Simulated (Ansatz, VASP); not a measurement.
# HfB2: VASP beside Ansatz

File POSCAR:

```
HfB2
1.0
    3.1400000000      0.0000000000      0.0000000000
   -1.5700000000      2.7193197700      0.0000000000
    0.0000000000      0.0000000000      3.4800000000
Hf B
1 2
Direct
    0.0000000000      0.0000000000      0.0000000000
    0.3333333300      0.6666666700      0.5000000000
    0.6666666700      0.3333333300      0.5000000000
```

Contents of INCAR.step1:

```
ALGO = Normal ; EDIFF = 1E-4
ENCUT = 600 ; GGA = PE
ISMEAR = -1 ; LASPH = True
LCHARG = False ; LREAL = False
LWAVE = True ; NELM = 100
PREC = Accurate ; SIGMA = 0.1
```

INCAR.step2

```
ALGO = Normal ; EDIFF = 1E-7
EDIFFG = -0.01 ; ENCUT = 600
IBRION = 2 ; ISIF = 3
ISMEAR = -1 ; ISTART = 1
LASPH = True ; LCHARG = False
LMIXTAU = True ; LREAL = False
LWAVE = False ; METAGGA = R2SCAN
NELM = 100 ; NSW = 80
PREC = Accurate ; SIGMA = 0.1
```

KPOINTS

```
k-points
0
Gamma
  12 12 9
```

Input for Ansatz:

```yaml
crystal:
  lattice:
    - [3.14, 0.0, 0.0]
    - [-1.57, 2.71931977, 0.0]
    - [0.0, 0.0, 3.48]
  atoms:
    - { symbol: Hf, position: [0.0, 0.0, 0.0] }
    - { symbol: B, position: [0.33333333, 0.66666667, 0.5] }
    - { symbol: B, position: [0.66666667, 0.33333333, 0.5] }
  symmetry: { tolerance: 0.0003 }
hamiltonian:
  xc: r2scan
  pseudopotentials: { kind: paw, azcp: { folder: soft_1 } }
basis:
  ecutwfc: 500
magnetization:
  spin_polarized: false
scf:
  occupations: { method: fermi_dirac, width: 0.1 }
kpoints:
  mp_grid: { grid: [12, 12, 9], shift: [0, 0, 0] }
output:
  forces: true
  stress: true
  eigenvalues: true
relax:
  max_steps: 60
  cell: {}
```

Alike in both runs: task relaxation of cell and atoms; functional r2SCAN; k mesh 12 × 12 × 9; occupations fermi-dirac, width 0.1 eV; no spin polarisation.

|  | VASP | Ansatz |
| --- | --- | --- |
| version | VASP 6.6.1 | Ansatz 0.2.0 |
| potentials or method | VASP PAW PBE potentials, release 64 (Hf_pv, B), cutoff 600 eV | PAW plane waves |
| valence electrons in the cell | 16 | 32 |

VASP gave:

* gap on the k mesh at the Fermi level, each at its own relaxed structure (eV): none
* relaxed volume (Å³/atom): 9.86
* relaxed cell length with the largest relative difference (Å): 3.479

**Question.** Estimate Ansatz's values.

**Answer.** gap on the k mesh at the Fermi level, each at its own relaxed structure (eV): none; relaxed volume (Å³/atom): 9.88; relaxed cell length with the largest relative difference (Å): 3.482.

VASP's potentials were made for PBE, not for r2SCAN. A gap of «none» marks a metal or a gap that the smearing closes. VASP's potentials hold 16 valence electrons a cell and Ansatz's 32, so a difference there can come from the potentials and not from the codes.

Neither program's run includes spin-orbit coupling.
